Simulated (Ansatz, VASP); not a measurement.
K2S in VASP and in Ansatz

File INCAR:

```
SYSTEM = K2S
PREC = Accurate
ENCUT = 500
EDIFF = 1E-6
ISMEAR = 0
SIGMA = 0.02
LREAL = .FALSE.
LASPH = .TRUE.
NELM = 120
ALGO = Normal
ISIF = 2
LWAVE = .FALSE.
LCHARG = .TRUE.
LELF = .TRUE.
LVHAR = .TRUE.
NBANDS = 19
GGA_COMPAT = .FALSE.
```

File KPOINTS:

```
Automatic mesh
0
G
  8 8 8
  0 0 0
```

The input POSCAR:

```
K2S
1.0
    0.0000000000      3.4350000000      3.4350000000
    3.4350000000      0.0000000000      3.4350000000
    3.4350000000      3.4350000000      0.0000000000
S K
1 2
Direct
    0.0000000000      0.0000000000      0.0000000000
    0.2500000000      0.2500000000      0.2500000000
    0.7500000000      0.7500000000      0.7500000000
```

Input for Ansatz:

```yaml
crystal:
  lattice:
    - [0.0, 3.435, 3.435]
    - [3.435, 0.0, 3.435]
    - [3.435, 3.435, 0.0]
  atoms:
    - { symbol: S, position: [0.0, 0.0, 0.0] }
    - { symbol: K, position: [0.25, 0.25, 0.25] }
    - { symbol: K, position: [0.75, 0.75, 0.75] }
basis:
  ecutwfc: 420
kpoints:
  mp_grid: { grid: [8, 8, 8] }
hamiltonian:
  xc: lda
scf:
  occupations: { method: gaussian, width: 0.02 }
output:
  forces: true
  stress: true
  eigenvalues: true
```

Alike in both runs: task single point; functional LDA; k mesh 8 × 8 × 8; occupations gaussian, width 0.02 eV; no spin polarisation.

|  | VASP | Ansatz |
| --- | --- | --- |
| version | VASP 6.6.1 | Ansatz 0.2.0 |
| potentials or method | VASP PAW LDA potentials, release 64 (S, K_sv), cutoff 500 eV | scalar-relativistic, plane waves, PAW |
| valence electrons in the cell | 24 | 24 |

```tsv
	VASP	Ansatz	Ansatz less VASP
gap on the k mesh at the Fermi level (eV)	2.64	2.64	-0.005
least direct gap on the mesh (eV)	3.15	3.15	-0.004
pressure (GPa)	4.5	4.4	-0.18
```

LDA's correlation is that of Perdew and Zunger in VASP and of Perdew and Wang (1992) in Ansatz.
